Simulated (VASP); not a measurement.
Input of a VASP 6.6.1 run:

Contents of INCAR:

```
PREC = Accurate
ENCUT = 500
EDIFF = 1E-6
ISMEAR = 0
SIGMA = 0.2
LREAL = False
LASPH = True
NELM = 120
ALGO = Normal
ISIF = 2
LWAVE = False
LCHARG = True
GGA = PE
LELF = True
LVHAR = True
NBANDS = 40
GGA_COMPAT = False
```

KPOINTS

```
regular mesh
0
Gamma
  4 4 4
```

Contents of POSCAR:

```
Hf4Cl3
1.0
   -4.4876283211      3.4913366771      3.4898782003
    4.4876283211     -3.4913366771      3.4898782003
    4.4876283211      3.4913366771     -3.4898782003
Hf Cl
4 3
Direct
    0.7097426745      0.2097426745      0.5000000000
    0.2902573255      0.7902573255      0.5000000000
    0.7094446378      0.5000000000      0.2094446378
    0.2905553622      0.5000000000      0.7905553622
    0.0000000000      0.6837075935      0.6837075935
    0.0000000000      0.3162924065      0.3162924065
    0.0000000000      0.0000000000      0.0000000000
```

Potentials or basis: VASP PAW PBE potentials, release 64 (Hf_pv, Cl).

The run is started by

```bash
$ cat potpaw_PBE.64/Hf_pv/POTCAR potpaw_PBE.64/Cl/POTCAR > POTCAR
$ mpirun -np 1 vasp_std > vasp.out
```

(1) Estimate the band gap on the k mesh.

(2) Estimate the pressure.

(3) Estimate the largest force.

Results:

(1) zero (an odd number of electrons rules out a gap without spin polarisation).

(2) -0.4 GPa.

(3) 0.156 eV/Å.

Caveat: spin-orbit coupling is left out, which moves the levels of the heavy elements; an odd number of electrons without spin polarisation forces a metal; a magnetic or distorted state may lie lower.
